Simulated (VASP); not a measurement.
NbTe: single point with PBEsol+D3(BJ)

The system is NbTe.

```xyz
2
Lattice="3.5684 0.0000 0.0000 -1.7842 3.0904 0.0000 0.0000 0.0000 3.6553" Properties=species:S:1:pos:R:3 pbc="T T T"
Te    1.7842    1.0301    0.0000
Nb    0.0000    0.0000    1.8276
```

```json
{
  "Program": "VASP 6.6.1",
  "Task": "single point",
  "Functional": "PBEsol",
  "Dispersion": "D3(BJ)",
  "Potentials or basis": "VASP PAW PBE potentials, release 64 (Te, Nb_sv)",
  "Cutoff": "520 eV",
  "k mesh": "8 × 8 × 7",
  "Occupations": "fermi-dirac, width 0.05 eV",
  "Spin": "no spin polarisation",
  "Dipole correction": "no",
  "Further INCAR settings": "ALGO = Normal; EDIFF = 1e-06; NBANDS = 16"
}
```

```yaml
Pressure: -0.1 GPa
Dispersion_energy_per_atom: -0.682 eV
```

Levels at points of the mesh, in eV from the Fermi level:
| k point | band 7 | band 8 | band 9 | band 10 | band 11 | band 12 | band 13 | band 14 |
| --- | --- | --- | --- | --- | --- | --- | --- | --- |
| (0.00, 0.00, 0.00) | -3.20 | -3.20 | -2.59 | 0.13 | 0.13 | 2.78 | 2.78 | 3.48 |
| (0.50, 0.00, 0.00) | -4.28 | -3.01 | -2.51 | -0.26 | 1.47 | 1.86 | 3.21 | 4.04 |

Wall time 22 s on 1 thread of Intel(R) Xeon(R) Platinum 8259CL CPU @ 2.50GHz (Skylake/Cascade Lake), with other jobs on the host, peak memory 0.18 GiB.

Caveat: the PAW data sets were made with another functional, which shifts forces and pressure a little; spin-orbit coupling is left out, which moves the levels of the heavy elements; pairwise dispersion overbinds metals, which lowers pressure and volume.
